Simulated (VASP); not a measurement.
Write the native input for VASP 6.6.1 that does the following.

```
Task                   : single point
Functional             : PBEsol
Potentials or basis    : VASP PAW PBE potentials, release 64 (Zn)
Cutoff                 : 520 eV
k mesh                 : 24 × 24 × 12
Occupations            : gaussian, width 0.1 eV
Spin                   : no spin polarisation
Dipole correction      : no
Further INCAR settings : ALGO = Fast; EDIFF = 1e-07; NBANDS = 19
```

The structure of Zn lies in POSCAR:

```
Zn
1.0
    2.6445570763      0.0000000000      0.0000000000
   -1.3222785382      2.2341199429      0.0000000000
    0.0000000000      0.0000000000      4.8702458241
Zn
2
Direct
    0.3334350997      0.6670376896      0.2500000000
    0.6665649003      0.3329623104      0.7500000000
```

This cell differs from its parent crystal: uniaxial strain along a: +2.0 %.

These files were run (other wordings do the same):

INCAR

```
SYSTEM = Zn
PREC     = Accurate       ! precision mode
ENCUT    = 520            ! plane-wave cutoff, eV
EDIFF    = 1E-7           ! SCF threshold, eV
ISMEAR   = 0              ! smearing method
SIGMA    = 0.1            ! smearing width, eV
LREAL    = .False.        ! projectors in reciprocal space
LASPH    = .True.         ! aspherical terms in the spheres
NELM     = 80             ! most SCF steps
ALGO     = Fast           ! electronic algorithm
ISIF     = 2              ! what is computed and relaxed
LWAVE    = .False.        ! write WAVECAR
LCHARG   = .False.        ! write CHGCAR
GGA      = PS             ! functional
NBANDS   = 19             ! bands
```

KPOINTS

```
regular mesh
0
Gamma
  24 24 12
  0 0 0
```

Potentials or basis: VASP PAW PBE potentials, release 64 (Zn).

Run with:

```bash
$ cat potpaw_PBE.64/Zn/POTCAR > POTCAR
$ mpirun -np 1 vasp_std > vasp.out
```

It gave:

The pressure is -0.6 GPa. The band gap on the k mesh is zero (bands 12 and 13 overlap by 4.63 eV).

Caveat: the cell differs from its parent crystal (uniaxial strain along a: +2.0 %); the PAW data sets were made with another functional, which shifts forces and pressure a little.

Run time: 5.9 min on 1 thread of Intel(R) Xeon(R) 6975P-C (Granite Rapids) (shared host), peak memory 0.89 GiB.
